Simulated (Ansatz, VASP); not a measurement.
**O: VASP beside Ansatz**

INCAR

```
  PREC = Accurate
  ENCUT = 520
  EDIFF = 1E-6
  ISMEAR = 1
  SIGMA = 0.1
  LREAL = F
  LASPH = T
  NELM = 200
  ALGO = Normal
  ISIF = 2
  LWAVE = F
  LCHARG = F
  ISPIN = 2
  MAGMOM = 2
  LORBIT = 11
  GGA = PE
  NBANDS = 13
  GGA_COMPAT = F
```

KPOINTS

```
regular mesh
0
Gamma
  1 1 1
```

The input POSCAR:

```
O
1.0
    8.5000000000      0.0000000000      0.0000000000
    0.0000000000      8.5000000000      0.0000000000
    0.0000000000      0.0000000000      8.5000000000
O
1
Direct
    0.0000000000      0.0000000000      0.0000000000
```

Input for Ansatz:

```yaml
crystal:
  lattice:
    - [8.5, 0, 0]
    - [0, 8.5, 0]
    - [0, 0, 8.5]
  atoms:
    - { symbol: O, position: [0, 0, 0], spin: 2.0 }
kpoints:
  mp_grid: { grid: [1, 1, 1], shift: [0, 0, 0] }
hamiltonian:
  xc: pbe
  pseudopotentials: { kind: nc }
scf:
  occupations: { method: cold, width: "0.1 eV" }
magnetization:
  spin_polarized: true
```

Alike in both runs: task single point; functional PBE; k mesh 1 × 1 × 1; collinear spin.

|  | VASP | Ansatz |
| --- | --- | --- |
| version | VASP 6.6.1 | Ansatz 0.2 development build |
| potentials or method | VASP PAW PBE potentials, release 64 (O) | scalar-relativistic |
| plane-wave cutoff (eV) | 520 | 1240 |
| occupations | methfessel-paxton of order 1, width 0.1 eV | cold |

```tsv
	VASP	Ansatz	Ansatz less VASP
net moment per atom (μB)	2.00	2.00	0.000
size of the moment on the site where the two differ most (μB)	1.55	2.00	+0.452
```

Site moments also hang on the region over which each program counts them. Ansatz's warnings: reached outside group, stability check not made.
